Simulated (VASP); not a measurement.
# InSe (P6_3/mmc) in VASP: a series of runs

The runs below take InSe through single point, with PBE.

All numbers are computed with VASP 6.6.1; they aren't measurements. Logs are shortened: lines on timing, memory, paths and dates and some standing lists are left out, and cuts for length are marked.

### Step 1. The cell of the first run

The structure is hexagonal, space group P6_3/mmc (No. 194). Conventional cell: a = 4.129 Å, b = 4.129 Å, c = 17.262 Å, α = 90.00°, β = 90.00°, γ = 120.00°. In (site symmetry 3m) has 3 Se at 2.69 Å and 1 In at 2.82 Å within 3.5 Å. Se (site symmetry 3m) has 3 In at 2.69 Å within 3.5 Å.

### Step 2. Single point, PBE (31.86 Å³/atom)

File INCAR:

```
ALGO = Normal
EDIFF = 1E-6
ENCUT = 520
GGA = PE
ISIF = 2
ISMEAR = -1
LASPH = True
LCHARG = False
LREAL = False
LWAVE = False
NBANDS = 48
NELM = 80
PREC = Accurate
SIGMA = 0.05
```

File KPOINTS:

```
k-points
0
Gamma
  13 13 3
```

File POSCAR:

```
InSe
1.0
    4.1294306569      0.0000000000      0.0000000000
   -2.0647153284      3.5761918520      0.0000000000
    0.0000000000      0.0000000000     17.2620450836
In Se
4 4
Direct
    0.3333333333      0.6666666667      0.1683190255
    0.6666666667      0.3333333333      0.6683190255
    0.3333333333      0.6666666667      0.3316809745
    0.6666666667      0.3333333333      0.8316809745
    0.3333333333      0.6666666667      0.5963323343
    0.6666666667      0.3333333333      0.0963323343
    0.3333333333      0.6666666667      0.9036676657
    0.6666666667      0.3333333333      0.4036676657
```

Potentials or basis: VASP PAW PBE potentials, release 64 (In_d, Se).

Started as:

```sh
$ cat potpaw_PBE.64/In_d/POTCAR potpaw_PBE.64/Se/POTCAR > POTCAR
$ mpirun -np 1 vasp_std > vasp.out
```

OUTCAR:

```text
EDIFF = 1E-6
   ENCUT = 520
   GGA = PE
   ISIF = 2
   ISMEAR = -1
   LASPH = True
   LREAL = False
   NELM = 80
   PREC = Accurate

 ion  position               nearest neighbor table
   1  0.333  0.667  0.168-   6 2.69   6 2.69   6 2.69   3 2.82
   2  0.667  0.333  0.668-   5 2.69   5 2.69   5 2.69   4 2.82
   3  0.333  0.667  0.332-   8 2.69   8 2.69   8 2.69   1 2.82
   4  0.667  0.333  0.832-   7 2.69   7 2.69   7 2.69   2 2.82
   5  0.333  0.667  0.596-   2 2.69   2 2.69   2 2.69
   6  0.667  0.333  0.096-   1 2.69   1 2.69   1 2.69
   7  0.333  0.667  0.904-   4 2.69   4 2.69   4 2.69
   8  0.667  0.333  0.404-   3 2.69   3 2.69   3 2.69

  LATTYP: Found a hexagonal cell.
 ALAT       =     4.1294306569
 C/A-ratio  =     4.1802482032

  Lattice vectors:

 A1 = (   4.1294306569,   0.0000000000,   0.0000000000)
 A2 = (  -2.0647153284,   3.5761918520,   0.0000000000)
 A3 = (   0.0000000000,   0.0000000000,  17.2620450836)

Analysis of symmetry for initial positions (statically):
=====================================================================
 Subroutine PRICEL returns:
 Original cell was already a primitive cell.

 Routine SETGRP: Setting up the symmetry group for a
 hexagonal supercell.

 Subroutine GETGRP returns: Found 24 space group operations
 (whereof 12 operations were pure point group operations)
 out of a pool of 24 trial point group operations.

The static configuration has the point symmetry D_3d.
 The point group associated with its full space group is D_6h.

Analysis of symmetry for dynamics (positions and initial velocities):
=====================================================================
 Subroutine PRICEL returns:
 Original cell was already a primitive cell.

 Routine SETGRP: Setting up the symmetry group for a
 hexagonal supercell.

 Subroutine GETGRP returns: Found 24 space group operations
 (whereof 12 operations were pure point group operations)
 out of a pool of 24 trial point group operations.

The dynamic configuration has the point symmetry D_3d.
 The point group associated with its full space group is D_6h.

 Subroutine INISYM returns: Found 24 space group operations
 (whereof 12 operations are pure point group operations),
 and found     1 'primitive' translations

[... 100 lines left out ...]
   ISPIN  =      1    spin polarized calculation?
   LNONCOLLINEAR =      F non collinear calculations
   LSORBIT =      F    spin-orbit coupling
   LASPH  =      T    aspherical Exc in radial PAW
   ENCUT  =  520.0 eV  38.22 Ry    6.18 a.u.   7.68  7.68 32.10*2*pi/ulx,y,z
   NELM   =     80;   NELMIN=  2; NELMDL= -5     # of ELM steps
   EDIFF  = 0.1E-05   stopping-criterion for ELM
   LREAL  =      F    real-space projection
   EDIFFG = 0.1E-04   stopping-criterion for IOM
   NSW    =      0    number of steps for IOM
   IBRION =     -1    ionic relax: 0-MD 1-quasi-New 2-CG
   NFREE  =      0    steps in history (QN), initial steepest desc. (CG)
   ISIF   =      2    stress and relaxation
   ISYM   =      2    0-nonsym 1-usesym 2-fastsym
   POTIM  = 0.5000    time-step for ionic-motion
   TEBEG  =    0.0;   TEEND  =   0.0 temperature during run
   PSTRESS=    0.0 pullay stress
   NELECT =      76.0000    total number of electrons
   NUPDOWN=      -1.0000    fix difference up-down
   EMIN   =  10.00;   EMAX   =-10.00  energy-range for DOS
   EFERMI =   0.00;   METHOD = LEGACY
   ISMEAR =    -1;   SIGMA  =   0.05  broadening in eV -4-tet -1-fermi 0-gaus
   EFERMI_NEDOS =   21; number of points for ismear=-14 and -15
   IALGO  =     38    algorithm
   IMIX   =      4    mixing-type and parameters
     AMIX     =   0.40;   BMIX     =  1.00
     AMIX_MAG =   1.60;   BMIX_MAG =  1.00
  volume/ion in A,a.u.               =      31.86       215.04
  Fermi-wavevector in a.u.,A,eV,Ry     =   1.093650  2.066698 16.273519  1.196070
  Thomas-Fermi vector in A             =   2.229939
   LORBIT       =      0    0 simple, 1 ext, 2 COOP (PROOUT), +10 PAW based schemes
   GGA     = PE    functional components
   LHFCALC =     F    Hartree Fock is set to
   AEXX    =    0.0000 exact exchange contribution
   IVDW    =     0    specifies the selected vdW correction
   LEPSILON=     F    determine dielectric tensor
   LRPA    =     F    only Hartree local field effects (RPA)
 non-spin polarized calculation
  energy-cutoff  :      520.00
  volume of cell :      254.92
 maximum number of plane-waves:      6911
 NGX is ok and might be reduce to    32
   NGX = 15   NGY = 15   NGZ = 65

 number of electron      75.9999987 magnetization

 Free energy of the ion-electron system (eV)
  ---------------------------------------------------
  ext. energy  EPLUGINS =         0.00000000
  ---------------------------------------------------
  free energy    TOTEN  =       -28.41786413 eV

  energy without entropy =      -28.41749191  energy(sigma->0) =      -28.41767802

 E-fermi :   3.4537     XC(G=0):  -8.4846

 val. band max:        3.3216787258   @ k =   0.0000   0.0000   0.0000
 cond. band min:       3.5020206970   @ k =   0.0000   0.0000   0.0000
 fundamental gap:      0.1803419712
 Fermi energy:         3.4536963143

 k-point     1 :       0.0000    0.0000    0.0000
  band No.  band energies     occupation
      1     -11.4077      2.00000
      2     -11.4073      2.00000
      3     -11.2303      2.00000
      4     -11.2303      2.00000
      5     -11.2301      2.00000
      6     -11.2301      2.00000
[... 1213 lines left out ...]
     47       7.8535      0.00000
     48       8.0370      0.00000

 [... further k-points ...]
[... 5 lines left out ...]
  --------------------------------------------------------------------------------------
  -------------------------------------------------------------------------------------
  Total       -0.6391286     -0.6391286      0.8984909     -0.0000000      0.0000000      0.0000000
  in kB       -4.0169426     -4.0169426      5.6470421     -0.0000000      0.0000000      0.0000000
  external PRESSURE =      -0.7956144 kB  Pullay stress =       0.0000000 kB

 VOLUME and BASIS-vectors are now :
 -----------------------------------------------------------------------------
  energy-cutoff  :      520.00
  volume of cell :      254.92
      direct lattice vectors                 reciprocal lattice vectors
     4.129430657  0.000000000  0.000000000     0.242164134  0.139813528  0.000000000
    -2.064715328  3.576191852  0.000000000     0.000000000  0.279627056  0.000000000
     0.000000000  0.000000000 17.262045084     0.000000000  0.000000000  0.057930564

 POSITION                                       TOTAL-FORCE (eV/Angst)
 -----------------------------------------------------------------------------------
     -0.00000      2.38413      2.90553         0.000000     -0.000000      0.012077
      2.06472      1.19206     11.53655        -0.000000      0.000000      0.012077
     -0.00000      2.38413      5.72549         0.000000     -0.000000     -0.012077
      2.06472      1.19206     14.35651         0.000000      0.000000     -0.012077
     -0.00000      2.38413     10.29392         0.000000     -0.000000     -0.013136
      2.06472      1.19206      1.66289        -0.000000     -0.000000     -0.013136
     -0.00000      2.38413     15.59915         0.000000      0.000000      0.013136
      2.06472      1.19206      6.96813        -0.000000      0.000000      0.013136
 -----------------------------------------------------------------------------------
    total drift:                               -0.000000      0.000000      0.000000

  FREE ENERGIE OF THE ION-ELECTRON SYSTEM (eV)
  ---------------------------------------------------
  free  energy   TOTEN  =       -28.4178641253 eV

  energy  without entropy=      -28.4174919062  energy(sigma->0) =      -28.41767802
```

OSZICAR:

```text
N       E                     dE             d eps       ncg     rms          rms(c)
DAV:   1     0.770244475064E+03    0.77024E+03   -0.33826E+04  4032   0.172E+03
DAV:   2     0.893601231451E+02   -0.68088E+03   -0.65940E+03  4048   0.454E+02
DAV:   3    -0.217784492399E+02   -0.11114E+03   -0.10749E+03  4968   0.191E+02
DAV:   4    -0.290714493270E+02   -0.72930E+01   -0.72391E+01  4808   0.488E+01
DAV:   5    -0.293469297431E+02   -0.27548E+00   -0.27534E+00  5064   0.979E+00    0.938E+00
DAV:   6    -0.284257545210E+02    0.92118E+00   -0.14875E+00  5256   0.159E+01    0.553E+00
DAV:   7    -0.284206886627E+02    0.50659E-02   -0.99599E-01  5656   0.511E+00    0.144E+00
DAV:   8    -0.284138045513E+02    0.68841E-02   -0.94570E-02  5784   0.296E+00    0.995E-01
DAV:   9    -0.284168090977E+02   -0.30045E-02   -0.18309E-02  4632   0.594E-01    0.337E-01
DAV:  10    -0.284174392608E+02   -0.63016E-03   -0.18412E-03  6496   0.291E-01    0.216E-01
DAV:  11    -0.284178638623E+02   -0.42460E-03   -0.99737E-04  4448   0.218E-01    0.111E-01
DAV:  12    -0.284178448972E+02    0.18965E-04   -0.75719E-05  5552   0.744E-02    0.219E-02
DAV:  13    -0.284178603302E+02   -0.15433E-04   -0.29906E-05  5264   0.316E-02    0.197E-02
DAV:  14    -0.284178635776E+02   -0.32474E-05   -0.51856E-06  3872   0.216E-02    0.334E-03
DAV:  15    -0.284178641253E+02   -0.54776E-06   -0.19792E-06  3368   0.630E-03
   1 F= -.28417864E+02 E0= -.28417678E+02  d E =-.372219E-03
```

Wall time 8.7 min (1 thread of Intel Xeon Platinum 8259CL at 2.50GHz (Skylake/Cascade Lake), shared host); peak memory 0.59 GiB.

What came out:

```yaml
Free_energy: -28.4179 eV
Pressure: -0.1 GPa
Largest_force: 0.013 eV/Å
Band_gap_on_the_k_mesh: 0.18 eV
```

Forces on the atoms (eV/Å):
```
In   0.000  0.000  0.012
In   0.000  0.000  0.012
In   0.000  0.000 -0.012
In   0.000  0.000 -0.012
Se   0.000  0.000 -0.013
Se   0.000  0.000 -0.013
Se   0.000  0.000  0.013
Se   0.000  0.000  0.013
```

Stress tensor (GPa, compression positive):
```
-0.40  0.00  0.00
 0.00 -0.40  0.00
 0.00  0.00  0.56
```

Levels at points of the mesh, in eV from the valence-band top:
| k point | band 36 | band 37 | band 38 | band 39 | band 40 | band 41 |
| --- | --- | --- | --- | --- | --- | --- |
| (0.00, 0.00, 0.00) | -1.22 | -1.22 | 0.00 | 0.18 | 1.26 | 1.83 |

Caveat: semilocal functionals underestimate gaps, and a narrow one can read as zero; spin-orbit coupling is left out, which moves the levels of the heavy elements; this functional lacks dispersion, which binds layers or chains, so the pressure and a relaxed spacing across them are unreliable. A k mesh can miss the band edges.

### Step 3. Single point, PBE (z stretched by +3 %, then relaxed in part)

File INCAR:

```
SYSTEM = InSe
PREC = Accurate ; ENCUT = 520
EDIFF = 1E-7 ; ISMEAR = -1
SIGMA = 0.05 ; LREAL = .False.
LASPH = .True. ; NELM = 100
ALGO = Normal ; ISIF = 2
LWAVE = .False. ; LCHARG = .False.
GGA = PE ; NBANDS = 48
```

File KPOINTS:

```
regular mesh
0
Gamma
  13 13 3
  0 0 0
```

File POSCAR:

```
InSe
1.0
    4.0499987506      0.0000000000      0.0000000000
   -2.0249993753      3.5074018033      0.0000000000
    0.0000000000      0.0000000000     17.4379000000
In Se
4 4
Direct
    0.3333333333      0.6666666667      0.1693466353
    0.6666666667      0.3333333333      0.6693466353
    0.3333333333      0.6666666667      0.3306533647
    0.6666666667      0.3333333333      0.8306533647
    0.3333333333      0.6666666667      0.5956100477
    0.6666666667      0.3333333333      0.0956100477
    0.3333333333      0.6666666667      0.9043899523
    0.6666666667      0.3333333333      0.4043899523
```

Potentials or basis: VASP PAW PBE potentials, release 64 (In_d, Se).

Started as:

```sh
$ cat potpaw_PBE.64/In_d/POTCAR potpaw_PBE.64/Se/POTCAR > POTCAR
$ mpirun -np 1 vasp_std > vasp.out
```

Wall time 9.4 min (1 thread of AMD EPYC 7R13 (Zen 3), shared host); peak memory 0.55 GiB.

Results (log left out):

```yaml
Free_energy: -28.4120 eV
Pressure: 0.9 GPa
Largest_force: 0.019 eV/Å
Band_gap_on_the_k_mesh: 0.51 eV
```

Forces in eV/Å, atoms in the order of the input:
```
In   0.000  0.000  0.017
In   0.000  0.000  0.017
In   0.000  0.000 -0.017
In   0.000  0.000 -0.017
Se   0.000  0.000 -0.019
Se   0.000  0.000 -0.019
Se   0.000  0.000  0.019
Se   0.000  0.000  0.019
```

Stress tensor (GPa, compression positive):
```
0.99 0.00 0.00
0.00 0.99 0.00
0.00 0.00 0.70
```

Levels at points of the mesh, in eV from the valence-band top:
```tsv
k point	band 34	band 35	band 36	band 37	band 38	band 39	band 40	band 41	band 42	band 43
(0.00, 0.00, 0.00)	-1.07	-1.07	-0.99	-0.99	0.00	0.51	1.60	2.17	2.19	4.35
```

Caveat: the cell differs from its parent crystal (z stretched by +3 %, then relaxed in part); semilocal functionals underestimate gaps, and a narrow one can read as zero; spin-orbit coupling is left out, which moves the levels of the heavy elements; this functional lacks dispersion, which binds layers or chains, so the pressure and a relaxed spacing across them are unreliable. A k mesh can miss the band edges.
